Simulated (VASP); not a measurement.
Runs of VASP 6.6.1 on KBr. The structure is that of space group Fm-3m (No. 225), or close to it. The cells are those of the table. 

```tsv
cell	gap on the mesh (eV)	pressure (GPa)
a = 4.679 Å, angles 60.0°, 2 atoms	4.41	0.6
a = 4.741 Å, angles 60.0°, 2 atoms	(a)	(c)
a = 4.672 Å, angles 60.0°, 2 atoms	4.43	0.7
a = 4.710 Å, angles 60.0°, 2 atoms	4.36	(b)
```

Alike in all rows: task single point; level PBE; potentials or basis VASP PAW PBE potentials, release 64 (K_sv, Br); no spin polarisation; k mesh 10 × 10 × 10; cutoff (eV) 520; smearing gaussian 0.05 eV.

Task: Estimate the missing entries.

Result: (a) 4.31; (b) 0.3; (c) 0.0.

A k mesh can miss the band edges, and the runs leave out spin-orbit coupling on Br.
